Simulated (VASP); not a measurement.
Write the native input for VASP 6.6.1 that does the following.

```
Task                   : single point
Functional             : r2SCAN
Potentials or basis    : VASP PAW PBE potentials, release 64 (Pt)
Cutoff                 : 520 eV
k mesh                 : 9 × 9 × 17
Occupations            : gaussian, width 0.1 eV
Spin                   : no spin polarisation
Dipole correction      : no
Further INCAR settings : ALGO = Normal; EDIFF = 1e-06; NBANDS = 17; ISYM = 0
```

Crystal: Pt.

```
Pt
1.0
     3.81018    0.00000    0.00000
     0.00000    3.81018    0.00000
    -1.90509    0.00000    2.05107
Pt
2
Direct
  0.00000 0.00000 0.00000
  0.50000 0.50000 0.00000
```

These files were run (other wordings do the same):

POSCAR

```
Pt
1.0
    3.8101770359      0.0000000000      0.0000000000
    0.0000000000      3.8101770359      0.0000000000
   -1.9050885180      0.0000000000      2.0510699774
Pt
2
Direct
    0.0000000000      0.0000000000      0.0000000000
    0.5000000000      0.5000000000      0.0000000000
```

INCAR.step1

```
SYSTEM = Pt
  ALGO = Normal
  EDIFF = 1E-4
  ENCUT = 520
  GGA = PE
  ISMEAR = 0
  ISYM = 0
  LASPH = .TRUE.
  LCHARG = .FALSE.
  LREAL = .FALSE.
  LWAVE = .TRUE.
  NBANDS = 17
  NELM = 60
  PREC = Accurate
  SIGMA = 0.1
```

INCAR.step2

```
SYSTEM = Pt
  ALGO = Normal
  EDIFF = 1E-6
  ENCUT = 520
  ISIF = 2
  ISMEAR = 0
  ISTART = 1
  ISYM = 0
  LASPH = .TRUE.
  LCHARG = .FALSE.
  LMIXTAU = .TRUE.
  LREAL = .FALSE.
  LWAVE = .FALSE.
  METAGGA = R2SCAN
  NBANDS = 17
  NELM = 60
  PREC = Accurate
  SIGMA = 0.1
```

KPOINTS

```
k-points
0
G
  9 9 17
  0 0 0
```

Potentials or basis: VASP PAW PBE potentials, release 64 (Pt).

Launch:

```bash
$ cat potpaw_PBE.64/Pt/POTCAR > POTCAR
$ cp INCAR.step1 INCAR
$ mpirun -np 1 vasp_std > vasp.out
$ cp INCAR.step2 INCAR
$ mpirun -np 1 vasp_std > vasp.out
```

It gave:

```yaml
Pressure: 9.5 GPa
Band_gap_on_the_k_mesh: zero (band 10 reaches 12.02 eV, above the bottom of band 11 at 9.92 eV)
```

Caveat: the PAW data sets were made with another functional, which shifts forces and pressure a little; spin-orbit coupling is left out, which moves the levels of the heavy elements.

Wall time 33 min on 1 thread of Oxide Virtual Turin-like Processor (shared host), peak memory 0.36 GiB.
